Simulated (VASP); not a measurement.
Write the native input for VASP 6.6.1 that does the following.

| Item | Value |
| --- | --- |
| Task | single point |
| Functional | PBE |
| Dispersion | D3(BJ) |
| Potentials or basis | VASP PAW PBE potentials, release 64 (O, H, C) |
| Cutoff | 520 eV |
| k mesh | 1 × 1 × 1 |
| Occupations | fermi-dirac, width 0.02 eV |
| Spin | no spin polarisation |
| Dipole correction | no |
| Further INCAR settings | LREAL = Auto; ALGO = Normal; EDIFF = 1e-06; NBANDS = 38 |

The structure of H12CO5 lies in POSCAR:

```
H12CO5
1.0
    5.6254960000      0.0000000000      0.0000000000
    0.0000000000      5.6841840000      0.0000000000
    0.0000000000      0.0000000000      5.6920530000
O H C
5 12 1
Direct
    0.2846682319      0.9089079453      0.6805804514
    0.8856641263      0.4741577683      0.5158068627
    0.5689098348      0.4718883133      0.9753247203
    0.3934053104      0.3433562320      0.4035099462
    0.8546268631      1.0820022716     -0.0655826641
    0.4072707544      0.9116699952      0.7964964486
    0.1877167809      1.0239992231      0.7540513063
    1.0316423654      0.4826902155      0.6154369961
    0.9272426822      0.6413761412      0.4525959263
    0.6581641868      0.5885805245      0.8970577048
    0.4183808859      0.5195820543      1.0627624163
    0.5060709313      0.4576030614      0.3672488643
    0.4850061221      0.2030018733      0.4443739368
    0.9129150567      0.8347724141      0.1512986615
    0.7149414025      1.1908129645     -0.0912500288
    0.9743496396      1.0621753272      0.3390340884
    0.6650969088      0.9808795774      0.2377349614
    0.8440144656      1.0052630246      0.1870502611
```

The input as run:

INCAR

```
ALGO = Normal
EDIFF = 1E-6
ENCUT = 520
GGA = PE
ISIF = 2
ISMEAR = -1
IVDW = 12
LASPH = True
LCHARG = False
LREAL = Auto
LWAVE = False
NBANDS = 38
NELM = 60
PREC = Accurate
SIGMA = 0.02
```

KPOINTS

```
k-points
0
Gamma
  1 1 1
```

Potentials or basis: VASP PAW PBE potentials, release 64 (O, H, C).

Command:

```console
$ cat potpaw_PBE.64/O/POTCAR potpaw_PBE.64/H/POTCAR potpaw_PBE.64/C/POTCAR > POTCAR
$ mpirun -np 1 vasp_gam > vasp.out
```

Results of the run:

The pressure is -0.4 GPa, the largest force is 3.917 eV/Å and the band gap on the k mesh is 4.14 eV. The dispersion energy per atom is -0.034 eV.

Caveat: the k points lie up to 1.12 Å⁻¹ apart.

Wall time 8.8 s on 1 thread of AMD EPYC 9R45 96-Core Processor (Zen 5) (shared host), peak memory 0.22 GiB.
